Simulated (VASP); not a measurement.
# Sb (Fm-3m) in VASP: a series of runs

Sb is run at these levels: BLYP; tasks: single point.

Everything below comes from runs of VASP 6.6.1. Logs are shortened: lines on timing, memory, paths and dates and some standing lists are left out, and cuts for length are marked.

### Step 1. The cell of the first run

The structure is cubic, space group Fm-3m (No. 225). The conventional cell has a = 4.816 Å, b = 4.816 Å, c = 4.816 Å, α = 90.00°, β = 90.00°, γ = 90.00°. Sb (site symmetry m-3m) has 12 Sb at 3.41 Å within 4.5 Å.

### Step 2. Single point, BLYP (volume scaled by 0.92)

File INCAR:

```
SYSTEM = Sb
PREC = Accurate
ENCUT = 520
EDIFF = 1E-7
ISMEAR = -1
SIGMA = 0.1
LREAL = .FALSE.
LASPH = .TRUE.
NELM = 100
ALGO = Normal
ISIF = 2
LWAVE = .FALSE.
LCHARG = .FALSE.
GGA = B5
ALDAX = 1.0
AGGAX = 1.0
AGGAC = 1.0
ALDAC = 0.0
NBANDS = 8
```

File KPOINTS:

```
Automatic mesh
0
G
  12 12 12
  0 0 0
```

File POSCAR:

```
Sb
1.0
    0.0000000000      2.4081405790      2.4081405790
    2.4081405790      0.0000000000      2.4081405790
    2.4081405790      2.4081405790      0.0000000000
Sb
1
Direct
    0.0000000000      0.0000000000      0.0000000000
```

Potentials or basis: VASP PAW PBE potentials, release 64 (Sb).

Started as:

```bash
$ cat potpaw_PBE.64/Sb/POTCAR > POTCAR
$ mpirun -np 1 vasp_std > vasp.out
```

OUTCAR:

```text
SYSTEM = Sb
   PREC = Accurate
   ENCUT = 520
   EDIFF = 1E-7
   ISMEAR = -1
   LREAL = .FALSE.
   LASPH = .TRUE.
   NELM = 100
   ISIF = 2
   GGA = B5

 ion  position               nearest neighbor table
   1  0.000  0.000  0.000-

  LATTYP: Found a face centered cubic cell.
 ALAT       =     4.8162811580

  Lattice vectors:

 A1 = (   0.0000000000,   2.4081405790,   2.4081405790)
 A2 = (   2.4081405790,   0.0000000000,   2.4081405790)
 A3 = (   2.4081405790,   2.4081405790,   0.0000000000)

Analysis of symmetry for initial positions (statically):
=====================================================================
 Subroutine PRICEL returns:
 Original cell was already a primitive cell.

 Routine SETGRP: Setting up the symmetry group for a
 face centered cubic supercell.

 Subroutine GETGRP returns: Found 48 space group operations
 (whereof 48 operations were pure point group operations)
 out of a pool of 48 trial point group operations.

The static configuration has the point symmetry O_h .

Analysis of symmetry for dynamics (positions and initial velocities):
=====================================================================
 Subroutine PRICEL returns:
 Original cell was already a primitive cell.

 Routine SETGRP: Setting up the symmetry group for a
 face centered cubic supercell.

 Subroutine GETGRP returns: Found 48 space group operations
 (whereof 48 operations were pure point group operations)
 out of a pool of 48 trial point group operations.

The dynamic configuration has the point symmetry O_h .

 Subroutine INISYM returns: Found 48 space group operations
 (whereof 48 operations are pure point group operations),
 and found     1 'primitive' translations

----------------------------------------------------------------------------------------

                                     Primitive cell

  volume of cell :      27.9303

  direct lattice vectors                    reciprocal lattice vectors
     0.000000000  2.408140579  2.408140579    -0.207629075  0.207629075  0.207629075
     2.408140579  0.000000000  2.408140579     0.207629075 -0.207629075  0.207629075
     2.408140579  2.408140579  0.000000000     0.207629075  0.207629075 -0.207629075

  length of vectors
     3.405625067  3.405625067  3.405625067     0.359624106  0.359624106  0.359624106

  position of ions in fractional coordinates (direct lattice)
     0.000000000  0.000000000  0.000000000

  ion indices of the primitive-cell ions
   primitive index   ion index
                 1           1

----------------------------------------------------------------------------------------

 KPOINTS: Automatic mesh

Automatic generation of k-mesh.
 Grid dimensions read from file:
 generate k-points for:   12   12   12

 Generating k-lattice:

  Cartesian coordinates                     Fractional coordinates (reciprocal lattice)
    -0.017302423  0.017302423  0.017302423     0.083333333  0.000000000  0.000000000
     0.017302423 -0.017302423  0.017302423     0.000000000  0.083333333  0.000000000
     0.017302423  0.017302423 -0.017302423     0.000000000  0.000000000  0.083333333

  Length of vectors
     0.029968676  0.029968676  0.029968676

  Shift w.r.t. Gamma in fractional coordinates (k-lattice)
     0.000000000  0.000000000  0.000000000

 Subroutine IBZKPT returns following result:
 ===========================================

 Found     72 irreducible k-points:

 Following reciprocal coordinates:
            Coordinates               Weight
  0.000000  0.000000  0.000000      1.000000
  0.083333  0.000000  0.000000      8.000000
  0.166667  0.000000  0.000000      8.000000
  0.250000  0.000000  0.000000      8.000000
  0.333333  0.000000  0.000000      8.000000
  0.416667  0.000000  0.000000      8.000000
[... 16 lines left out ...]
  0.500000  0.166667  0.000000     24.000000
 -0.416667  0.166667  0.000000     24.000000
 [... further k-points ...]
   k-points           NKPTS =     72   k-points in BZ     NKDIM =     72   number of bands    NBANDS=      8
   number of dos      NEDOS =    301   number of ions     NIONS =      1
   total plane-waves  NPLWV =  21952
   dimension x,y,z NGX =    28 NGY =   28 NGZ =   28
   dimension x,y,z NGXF=    56 NGYF=   56 NGZF=   56
   ions per type =               1
   NGX,Y,Z   is equivalent  to a cutoff of  13.67, 13.67, 13.67 a.u.
   NGXF,Y,Z  is equivalent  to a cutoff of  27.34, 27.34, 27.34 a.u.
 SYSTEM =  Sb
   PREC   = accura    normal or accurate (medium, high low for compatibility)
   ISTART =      0    job   : 0-new  1-cont  2-samecut
   ICHARG =      2    charge: 1-file 2-atom 10-const
   ISPIN  =      1    spin polarized calculation?
   LNONCOLLINEAR =      F non collinear calculations
   LSORBIT =      F    spin-orbit coupling
   LASPH  =      T    aspherical Exc in radial PAW
   ENCUT  =  520.0 eV  38.22 Ry    6.18 a.u.   6.33  6.33  6.33*2*pi/ulx,y,z
   NELM   =    100;   NELMIN=  2; NELMDL= -5     # of ELM steps
   EDIFF  = 0.1E-06   stopping-criterion for ELM
   LREAL  =      F    real-space projection
   EDIFFG = 0.1E-05   stopping-criterion for IOM
   NSW    =      0    number of steps for IOM
   IBRION =     -1    ionic relax: 0-MD 1-quasi-New 2-CG
   NFREE  =      0    steps in history (QN), initial steepest desc. (CG)
   ISIF   =      2    stress and relaxation
   ISYM   =      2    0-nonsym 1-usesym 2-fastsym
   POTIM  = 0.5000    time-step for ionic-motion
   TEBEG  =    0.0;   TEEND  =   0.0 temperature during run
   PSTRESS=    0.0 pullay stress
   NELECT =       5.0000    total number of electrons
   NUPDOWN=      -1.0000    fix difference up-down
   EMIN   =  10.00;   EMAX   =-10.00  energy-range for DOS
   EFERMI =   0.00;   METHOD = LEGACY
   ISMEAR =    -1;   SIGMA  =   0.10  broadening in eV -4-tet -1-fermi 0-gaus
   EFERMI_NEDOS =   21; number of points for ismear=-14 and -15
   IALGO  =     38    algorithm
   IMIX   =      4    mixing-type and parameters
     AMIX     =   0.40;   BMIX     =  1.00
     AMIX_MAG =   1.60;   BMIX_MAG =  1.00
  volume/ion in A,a.u.               =      27.93       188.48
  Fermi-wavevector in a.u.,A,eV,Ry     =   0.922656  1.743566 11.582552  0.851294
  Thomas-Fermi vector in A             =   2.048206
   LORBIT       =      0    0 simple, 1 ext, 2 COOP (PROOUT), +10 PAW based schemes
   GGA     = B5    functional components
   LHFCALC =     F    Hartree Fock is set to
   AEXX    =    0.0000 exact exchange contribution
   IVDW    =     0    specifies the selected vdW correction
   LEPSILON=     F    determine dielectric tensor
   LRPA    =     F    only Hartree local field effects (RPA)
 non-spin polarized calculation
  energy-cutoff  :      520.00
  volume of cell :       27.93
 maximum number of plane-waves:       769
 NGX is ok and might be reduce to    28
   NGX = 13   NGY = 13   NGZ = 13

 number of electron       5.0000000 magnetization

 Free energy of the ion-electron system (eV)
  ---------------------------------------------------
  ext. energy  EPLUGINS =         0.00000000
  ---------------------------------------------------
  free energy    TOTEN  =        -2.91195004 eV

  energy without entropy =       -2.88810053  energy(sigma->0) =       -2.90002529

 E-fermi :   8.5505     XC(G=0):  -9.4042

 val. band max:        8.5168495329   @ k =   0.5000   0.2500   0.0833
 cond. band min:       8.5532168232   @ k =   0.2500   0.0833   0.0000
 fundamental gap:      0.0363672903
 Fermi energy:         8.5504749222

 k-point     1 :       0.0000    0.0000    0.0000
  band No.  band energies     occupation
      1      -4.1108      2.00000
      2      13.4203      0.00000
      3      13.4203      0.00000
      4      13.4203      0.00000
      5      18.5058      0.00000
      6      18.5058      0.00000
      7      18.5058      0.00000
      8      19.1398      0.00000

 k-point     2 :       0.0833    0.0000    0.0000
  band No.  band energies     occupation
      1      -3.9795      2.00000
      2      12.2990      0.00000
      3      13.2630      0.00000
      4      13.2630      0.00000
      5      17.7413      0.00000
      6      18.7685      0.00000
      7      18.7685      0.00000
      8      20.5356      0.00000

 k-point     3 :       0.1667    0.0000    0.0000
  band No.  band energies     occupation
      1      -3.5884      2.00000
      2      10.0730      0.00000
      3      12.8951      0.00000
      4      12.8951      0.00000
      5      17.1990      0.00000
      6      19.2156      0.00000
      7      19.2156      0.00000
      8      21.0141      0.00000

 k-point     4 :       0.2500    0.0000    0.0000
  band No.  band energies     occupation
      1      -2.9493      2.00000
      2       7.7289      1.99946
      3      12.4869      0.00000
      4      12.4869      0.00000
      5      16.8700      0.00000
      6      18.8974      0.00000
      7      18.8974      0.00000
      8      20.4163      0.00000

 k-point     5 :       0.3333    0.0000    0.0000
  band No.  band energies     occupation
      1      -2.0982      2.00000
      2       5.5809      2.00000
      3      12.1467      0.00000
      4      12.1467      0.00000
      5      16.7148      0.00000
      6      18.2853      0.00000
      7      18.2853      0.00000
      8      19.4796      0.00000

 k-point     6 :       0.4167    0.0000    0.0000
  band No.  band energies     occupation
      1      -1.1638      2.00000
      2       3.8461      2.00000
      3      11.9271      0.00000
      4      11.9271      0.00000
      5      16.6873      0.00000
      6      17.8627      0.00000
      7      17.8627      0.00000
      8      18.8368      0.00000

 k-point     7 :       0.5000    0.0000    0.0000
  band No.  band energies     occupation
      1      -0.6444      2.00000
      2       3.0569      2.00000
      3      11.8517      0.00000
      4      11.8517      0.00000
      5      16.6992      0.00000
      6      17.7165      0.00000
      7      17.7165      0.00000
      8      18.6000      0.00000

 k-point     8 :       0.0833    0.0833    0.0000
  band No.  band energies     occupation
      1      -3.9356      2.00000
      2      12.7185      0.00000
      3      12.8123      0.00000
      4      12.8123      0.00000
      5      17.1394      0.00000
      6      19.2839      0.00000
      7      19.2839      0.00000
      8      20.2839      0.00000

 k-point     9 :       0.1667    0.0833    0.0000
  band No.  band energies     occupation
      1      -3.6308      2.00000
      2      10.8467      0.00000
      3      12.2817      0.00000
      4      12.7618      0.00000
      5      16.8554      0.00000
      6      19.1688      0.00000
      7      19.4175      0.00000
      8      19.9877      0.00000

 k-point    10 :       0.2500    0.0833    0.0000
  band No.  band energies     occupation
      1      -3.0732      2.00000
      2       8.5532      0.98629
      3      11.8278      0.00000
      4      12.3682      0.00000
      5      16.8878      0.00000
      6      18.4300      0.00000
      7      19.6780      0.00000
      8      20.0126      0.00000
[... 78 lines left out ...]
 k-point    18 :      -0.0833    0.0833    0.0000
  band No.  band energies     occupation
      1      -3.7614      2.00000
      2      11.3485      0.00000
      3      12.1359      0.00000
      4      13.4155      0.00000
      5      17.5974      0.00000
      6      18.7610      0.00000
      7      19.2286      0.00000
      8      20.5878      0.00000

 k-point    19 :       0.1667    0.1667    0.0000
  band No.  band energies     occupation
      1      -3.4129      2.00000
      2      11.1336      0.00000
      3      11.6303      0.00000
      4      11.6303      0.00000
      5      15.8028      0.00000
      6      17.6986      0.00000
      7      20.9304      0.00000
      8      20.9304      0.00000

 k-point    20 :       0.2500    0.1667    0.0000
  band No.  band energies     occupation
      1      -2.9403      2.00000
      2       9.3325      0.00080
      3      11.0987      0.00000
      4      11.3212      0.00000
      5      15.7052      0.00000
      6      16.8550      0.00000
      7      21.1149      0.00000
      8      21.4284      0.00000

 k-point    21 :       0.3333    0.1667    0.0000
  band No.  band energies     occupation
      1      -2.2317      2.00000
      2       7.2350      2.00000
      3      10.6867      0.00000
      4      10.7611      0.00000
      5      15.5164      0.00000
      6      17.4621      0.00000
      7      20.8728      0.00000
      8      20.8769      0.00000

 k-point    22 :       0.4167    0.1667    0.0000
  band No.  band energies     occupation
      1      -1.3448      2.00000
      2       5.3112      2.00000
      3       9.9770      0.00000
      4      10.6516      0.00000
      5      15.2565      0.00000
      6      18.7319      0.00000
      7      20.1447      0.00000
      8      20.8319      0.00000

 k-point    23 :       0.5000    0.1667    0.0000
  band No.  band energies     occupation
      1      -0.4908      2.00000
      2       3.8822      2.00000
      3       9.3753      0.00052
      4      10.7809      0.00000
      5      15.2650      0.00000
      6      19.2765      0.00000
      7      19.5502      0.00000
      8      21.7998      0.00000

 k-point    24 :      -0.4167    0.1667    0.0000
  band No.  band energies     occupation
      1      -0.3206      2.00000
      2       3.6387      2.00000
      3       8.9646      0.03132
      4      11.1394      0.00000
      5      15.5573      0.00000
      6      19.1542      0.00000
      7      19.1576      0.00000
      8      22.5970      0.00000

 [... further k-points ...]
[... 5 lines left out ...]
  --------------------------------------------------------------------------------------
  -------------------------------------------------------------------------------------
  Total        0.8336505      0.8336505      0.8336505     -0.0000000     -0.0000000      0.0000000
  in kB       47.8210470     47.8210470     47.8210470     -0.0000000     -0.0000000      0.0000000
  external PRESSURE =      47.8210470 kB  Pullay stress =       0.0000000 kB

 VOLUME and BASIS-vectors are now :
 -----------------------------------------------------------------------------
  energy-cutoff  :      520.00
  volume of cell :       27.93
      direct lattice vectors                 reciprocal lattice vectors
     0.000000000  2.408140579  2.408140579    -0.207629075  0.207629075  0.207629075
     2.408140579  0.000000000  2.408140579     0.207629075 -0.207629075  0.207629075
     2.408140579  2.408140579  0.000000000     0.207629075  0.207629075 -0.207629075

 POSITION                                       TOTAL-FORCE (eV/Angst)
 -----------------------------------------------------------------------------------
      0.00000      0.00000      0.00000         0.000000      0.000000      0.000000
 -----------------------------------------------------------------------------------
    total drift:                                0.000000      0.000000      0.000000

  FREE ENERGIE OF THE ION-ELECTRON SYSTEM (eV)
  ---------------------------------------------------
  free  energy   TOTEN  =        -2.9119500428 eV

  energy  without entropy=       -2.8881005311  energy(sigma->0) =       -2.90002529
```

Run time: 10 s. Hardware: 1 thread of Intel Xeon 6975P-C (Granite Rapids), shared host; peak memory 0.15 GiB.

What came out:

```
Free energy : -2.9120 eV
Pressure    : 4.8 GPa
```

Levels at points of the mesh, in eV from the Fermi level:
```tsv
k point	band 1	band 2	band 3	band 4	band 5	band 6	band 7
(0.00, 0.00, 0.00)	-12.66	4.87	4.87	4.87	9.96	9.96	9.96
(0.50, 0.00, 0.00)	-9.19	-5.49	3.30	3.30	8.15	9.17	9.17
(0.50, 0.50, 0.00)	-7.71	-4.68	0.30	0.30	4.45	4.88	17.33
```

Caveat: the PAW data sets were made with another functional, which shifts forces and pressure a little; spin-orbit coupling is left out, which moves the levels of the heavy elements.

(Continued in part 2 of 2.)
